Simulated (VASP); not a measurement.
# Al (Fm-3m) in VASP: a series of runs

The runs below take Al through single point, with PBE.

Program: VASP 6.6.1. These are calculated values, not measurements. Logs are shortened: lines on timing, memory, paths and dates and some standing lists are left out, and cuts for length are marked.

**1. The cell of the first run**

It takes space group Fm-3m (No. 225, cubic). Conventional cell: a = 4.035 Å, b = 4.035 Å, c = 4.035 Å, α = 90.00°, β = 90.00°, γ = 90.00°. Within 3.8 Å of Al (site symmetry m-3m) lie 12 Al at 2.85 Å.

**2. Single point, PBE**

The input, INCAR:

```
SYSTEM = Al
  ALGO = Normal
  EDIFF = 1E-6
  ENCUT = 500
  GGA = PE
  GGA_COMPAT = .False.
  ISIF = 2
  ISMEAR = -1
  LASPH = .True.
  LCHARG = .False.
  LREAL = .False.
  LWAVE = .False.
  NBANDS = 8
  NELM = 120
  PREC = Accurate
  SIGMA = 0.1
```

The input, KPOINTS:

```
k-points
0
Gamma
  13 13 13
  0 0 0
```

The input, POSCAR:

```
Al
1.0
    0.0000000000      2.0174200000      2.0174200000
    2.0174200000      0.0000000000      2.0174200000
    2.0174200000      2.0174200000      0.0000000000
Al
1
Direct
    0.0000000000      0.0000000000      0.0000000000
```

Potentials or basis: VASP PAW PBE potentials, release 64 (Al).

Started as:

```console
> cat potpaw_PBE.64/Al/POTCAR > POTCAR
> mpirun -np 1 vasp_std > vasp.out
```

OUTCAR:

```text
SYSTEM = Al
   EDIFF = 1E-6
   ENCUT = 500
   GGA = PE
   ISIF = 2
   ISMEAR = -1
   LASPH = .True.
   LREAL = .False.
   NELM = 120
   PREC = Accurate

 ion  position               nearest neighbor table
   1  0.000  0.000  0.000-

  LATTYP: Found a face centered cubic cell.
 ALAT       =     4.0348400000

  Lattice vectors:

 A1 = (   0.0000000000,   2.0174200000,   2.0174200000)
 A2 = (   2.0174200000,   0.0000000000,   2.0174200000)
 A3 = (   2.0174200000,   2.0174200000,   0.0000000000)

Analysis of symmetry for initial positions (statically):
=====================================================================
 Subroutine PRICEL returns:
 Original cell was already a primitive cell.

 Routine SETGRP: Setting up the symmetry group for a
 face centered cubic supercell.

 Subroutine GETGRP returns: Found 48 space group operations
 (whereof 48 operations were pure point group operations)
 out of a pool of 48 trial point group operations.

The static configuration has the point symmetry O_h .

Analysis of symmetry for dynamics (positions and initial velocities):
=====================================================================
 Subroutine PRICEL returns:
 Original cell was already a primitive cell.

 Routine SETGRP: Setting up the symmetry group for a
 face centered cubic supercell.

 Subroutine GETGRP returns: Found 48 space group operations
 (whereof 48 operations were pure point group operations)
 out of a pool of 48 trial point group operations.

The dynamic configuration has the point symmetry O_h .

 Subroutine INISYM returns: Found 48 space group operations
 (whereof 48 operations are pure point group operations),
 and found     1 'primitive' translations

----------------------------------------------------------------------------------------

                                     Primitive cell

  volume of cell :      16.4217

  direct lattice vectors                    reciprocal lattice vectors
     0.000000000  2.017420000  2.017420000    -0.247841302  0.247841302  0.247841302
     2.017420000  0.000000000  2.017420000     0.247841302 -0.247841302  0.247841302
     2.017420000  2.017420000  0.000000000     0.247841302  0.247841302 -0.247841302

  length of vectors
     2.853062725  2.853062725  2.853062725     0.429273728  0.429273728  0.429273728

  position of ions in fractional coordinates (direct lattice)
     0.000000000  0.000000000  0.000000000

  ion indices of the primitive-cell ions
   primitive index   ion index
                 1           1

----------------------------------------------------------------------------------------

 KPOINTS: k-points

Automatic generation of k-mesh.
 Grid dimensions read from file:
 generate k-points for:   13   13   13

 Generating k-lattice:

  Cartesian coordinates                     Fractional coordinates (reciprocal lattice)
    -0.019064716  0.019064716  0.019064716     0.076923077  0.000000000  0.000000000
     0.019064716 -0.019064716  0.019064716     0.000000000  0.076923077  0.000000000
     0.019064716  0.019064716 -0.019064716     0.000000000  0.000000000  0.076923077

  Length of vectors
     0.033021056  0.033021056  0.033021056

  Shift w.r.t. Gamma in fractional coordinates (k-lattice)
     0.000000000  0.000000000  0.000000000

 Subroutine IBZKPT returns following result:
 ===========================================

 Found     84 irreducible k-points:

 Following reciprocal coordinates:
            Coordinates               Weight
  0.000000  0.000000  0.000000      1.000000
  0.076923  0.000000  0.000000      8.000000
  0.153846  0.000000  0.000000      8.000000
  0.230769  0.000000  0.000000      8.000000
  0.307692  0.000000  0.000000      8.000000
  0.384615  0.000000  0.000000      8.000000
[... 16 lines left out ...]
  0.384615  0.153846  0.000000     24.000000
  0.461538  0.153846  0.000000     24.000000
 [... further k-points ...]
   k-points           NKPTS =     84   k-points in BZ     NKDIM =     84   number of bands    NBANDS=      8
   number of dos      NEDOS =    301   number of ions     NIONS =      1
   total plane-waves  NPLWV =  13824
   dimension x,y,z NGX =    24 NGY =   24 NGZ =   24
   dimension x,y,z NGXF=    48 NGYF=   48 NGZF=   48
   ions per type =               1
   NGX,Y,Z   is equivalent  to a cutoff of  13.98, 13.98, 13.98 a.u.
   NGXF,Y,Z  is equivalent  to a cutoff of  27.97, 27.97, 27.97 a.u.
 SYSTEM =  Al
   PREC   = accura    normal or accurate (medium, high low for compatibility)
   ISTART =      0    job   : 0-new  1-cont  2-samecut
   ICHARG =      2    charge: 1-file 2-atom 10-const
   ISPIN  =      1    spin polarized calculation?
   LNONCOLLINEAR =      F non collinear calculations
   LSORBIT =      F    spin-orbit coupling
   LASPH  =      T    aspherical Exc in radial PAW
   ENCUT  =  500.0 eV  36.75 Ry    6.06 a.u.   5.20  5.20  5.20*2*pi/ulx,y,z
   NELM   =    120;   NELMIN=  2; NELMDL= -5     # of ELM steps
   EDIFF  = 0.1E-05   stopping-criterion for ELM
   LREAL  =      F    real-space projection
   EDIFFG = 0.1E-04   stopping-criterion for IOM
   NSW    =      0    number of steps for IOM
   IBRION =     -1    ionic relax: 0-MD 1-quasi-New 2-CG
   NFREE  =      0    steps in history (QN), initial steepest desc. (CG)
   ISIF   =      2    stress and relaxation
   ISYM   =      2    0-nonsym 1-usesym 2-fastsym
   POTIM  = 0.5000    time-step for ionic-motion
   TEBEG  =    0.0;   TEEND  =   0.0 temperature during run
   PSTRESS=    0.0 pullay stress
   NELECT =       3.0000    total number of electrons
   NUPDOWN=      -1.0000    fix difference up-down
   EMIN   =  10.00;   EMAX   =-10.00  energy-range for DOS
   EFERMI =   0.00;   METHOD = LEGACY
   ISMEAR =    -1;   SIGMA  =   0.10  broadening in eV -4-tet -1-fermi 0-gaus
   EFERMI_NEDOS =   21; number of points for ismear=-14 and -15
   IALGO  =     38    algorithm
   IMIX   =      4    mixing-type and parameters
     AMIX     =   0.40;   BMIX     =  1.00
     AMIX_MAG =   1.60;   BMIX_MAG =  1.00
  volume/ion in A,a.u.               =      16.42       110.82
  Fermi-wavevector in a.u.,A,eV,Ry     =   0.928914  1.755393 11.740216  0.862882
  Thomas-Fermi vector in A             =   2.055141
   LORBIT       =      0    0 simple, 1 ext, 2 COOP (PROOUT), +10 PAW based schemes
   GGA     = PE    functional components
   LHFCALC =     F    Hartree Fock is set to
   AEXX    =    0.0000 exact exchange contribution
   IVDW    =     0    specifies the selected vdW correction
   LEPSILON=     F    determine dielectric tensor
   LRPA    =     F    only Hartree local field effects (RPA)
 non-spin polarized calculation
  energy-cutoff  :      500.00
  volume of cell :       16.42
 maximum number of plane-waves:       431
 NGX is ok and might be reduce to    24
   NGX = 11   NGY = 11   NGZ = 11

 number of electron       3.0000000 magnetization

 Free energy of the ion-electron system (eV)
  ---------------------------------------------------
  ext. energy  EPLUGINS =         0.00000000
  ---------------------------------------------------
  free energy    TOTEN  =        -3.74941099 eV

  energy without entropy =       -3.73514164  energy(sigma->0) =       -3.74227631

 E-fermi :   7.9883     XC(G=0): -10.2137

 val. band max:        7.9764824313   @ k =  -0.2308   0.3846   0.1538
 cond. band min:       8.0554781951   @ k =   0.4615   0.2308   0.0000
 fundamental gap:      0.0789957638
 Fermi energy:         7.9882675649

 k-point     1 :       0.0000    0.0000    0.0000
  band No.  band energies     occupation
      1      -3.1174      2.00000
      2      20.6957      0.00000
      3      20.6957      0.00000
      4      20.6957      0.00000
      5      22.2234      0.00000
      6      22.2234      0.00000
      7      22.2234      0.00000
      8      24.5506      0.00000

 k-point     2 :       0.0769    0.0000    0.0000
  band No.  band energies     occupation
      1      -2.9560      2.00000
      2      18.3385      0.00000
      3      20.1926      0.00000
      4      20.1926      0.00000
      5      22.8684      0.00000
      6      22.9751      0.00000
      7      22.9751      0.00000
      8      26.1504      0.00000

 k-point     3 :       0.1538    0.0000    0.0000
  band No.  band energies     occupation
      1      -2.4731      2.00000
      2      15.2228      0.00000
      3      19.5273      0.00000
      4      19.5273      0.00000
      5      22.7274      0.00000
      6      24.1208      0.00000
      7      24.1208      0.00000
      8      25.3787      0.00000

 k-point     4 :       0.2308    0.0000    0.0000
  band No.  band energies     occupation
      1      -1.6720      2.00000
      2      12.2190      0.00000
      3      19.0682      0.00000
      4      19.0682      0.00000
      5      22.4908      0.00000
      6      23.2024      0.00000
      7      23.2024      0.00000
      8      26.5149      0.00000

 k-point     5 :       0.3077    0.0000    0.0000
  band No.  band energies     occupation
      1      -0.5578      2.00000
      2       9.4250      0.00000
      3      18.8633      0.00000
      4      18.8633      0.00000
      5      21.8579      0.00000
      6      21.8579      0.00000
      7      22.4032      0.00000
      8      25.8579      0.00000
[... 177 lines left out ...]
 k-point    22 :       0.3077    0.1538    0.0000
  band No.  band energies     occupation
      1      -0.7695      2.00000
      2      11.7398      0.00000
      3      16.2765      0.00000
      4      17.5737      0.00000
      5      17.9624      0.00000
      6      22.4677      0.00000
      7      26.2775      0.00000
      8      27.3072      0.00000

 k-point    23 :       0.3846    0.1538    0.0000
  band No.  band energies     occupation
      1       0.4423      2.00000
      2       9.0598      0.00004
      3      16.1457      0.00000
      4      16.2515      0.00000
      5      17.8621      0.00000
      6      24.4808      0.00000
      7      25.0971      0.00000
      8      27.3964      0.00000

 k-point    24 :       0.4615    0.1538    0.0000
  band No.  band energies     occupation
      1       1.9550      2.00000
      2       6.6177      2.00000
      3      15.1518      0.00000
      4      16.2894      0.00000
      5      18.0545      0.00000
      6      24.0957      0.00000
      7      26.1253      0.00000
      8      27.9809      0.00000

 [... further k-points ...]

------------------------ aborting loop because EDIFF is reached ----------------------------------------

  FORCE on cell =-STRESS in cart. coord.  units (eV):
  Direction    XX          YY          ZZ          XY          YZ          ZX
  --------------------------------------------------------------------------------------
  -------------------------------------------------------------------------------------
  Total        0.0255626      0.0255626      0.0255626      0.0000000     -0.0000000     -0.0000000
  in kB        2.4939982      2.4939982      2.4939982      0.0000000     -0.0000000     -0.0000000
  external PRESSURE =       2.4939982 kB  Pullay stress =       0.0000000 kB

 VOLUME and BASIS-vectors are now :
 -----------------------------------------------------------------------------
  energy-cutoff  :      500.00
  volume of cell :       16.42
      direct lattice vectors                 reciprocal lattice vectors
     0.000000000  2.017420000  2.017420000    -0.247841302  0.247841302  0.247841302
     2.017420000  0.000000000  2.017420000     0.247841302 -0.247841302  0.247841302
     2.017420000  2.017420000  0.000000000     0.247841302  0.247841302 -0.247841302

 POSITION                                       TOTAL-FORCE (eV/Angst)
 -----------------------------------------------------------------------------------
      0.00000      0.00000      0.00000        -0.000000      0.000000     -0.000000
 -----------------------------------------------------------------------------------
    total drift:                                0.000000     -0.000000     -0.000000

  FREE ENERGIE OF THE ION-ELECTRON SYSTEM (eV)
  ---------------------------------------------------
  free  energy   TOTEN  =        -3.7494109866 eV

  energy  without entropy=       -3.7351416386  energy(sigma->0) =       -3.74227631
```

It took 6.7 s on 1 thread of Intel Xeon 6975P-C, shared host; peak memory 0.13 GiB.

What came out:

```
Free energy : -3.7494 eV
Pressure    : 0.2 GPa
```

Levels at points of the mesh, in eV from the Fermi level:
```csv
k point,band 1,band 2,band 3,band 4,band 5
"(0.00, 0.00, 0.00)",-11.11,12.71,12.71,12.71,14.24
```

**3. Single point, PBE**

The input, INCAR:

```
SYSTEM = Al
ALGO = Normal ; EDIFF = 1E-6
ENCUT = 500 ; GGA = PE
GGA_COMPAT = .FALSE. ; ISIF = 2
ISMEAR = 1 ; LASPH = .TRUE.
LCHARG = .FALSE. ; LREAL = .FALSE.
LWAVE = .FALSE. ; NBANDS = 8
NELM = 120 ; PREC = Accurate
SIGMA = 0.05
```

The input, KPOINTS:

```
k-points
0
G
  13 13 13
  0 0 0
```

POSCAR is that of step 2.

Potentials or basis: VASP PAW PBE potentials, release 64 (Al).

Started as:

```console
> cat potpaw_PBE.64/Al/POTCAR > POTCAR
> mpirun -np 1 vasp_std > vasp.out
```

It took 6.1 s on 1 thread of Intel Xeon 6975P-C, shared host; peak memory 0.13 GiB.

The run converged. Its results:

- Free energy: -3.7419 eV
- Pressure: 0.3 GPa

Levels at points of the mesh, in eV from the Fermi level:
```csv
k point,band 1,band 2,band 3,band 4
"(0.00, 0.00, 0.00)",-11.09,12.73,12.73,12.73
```

(Part 1 of 2 ends here.)
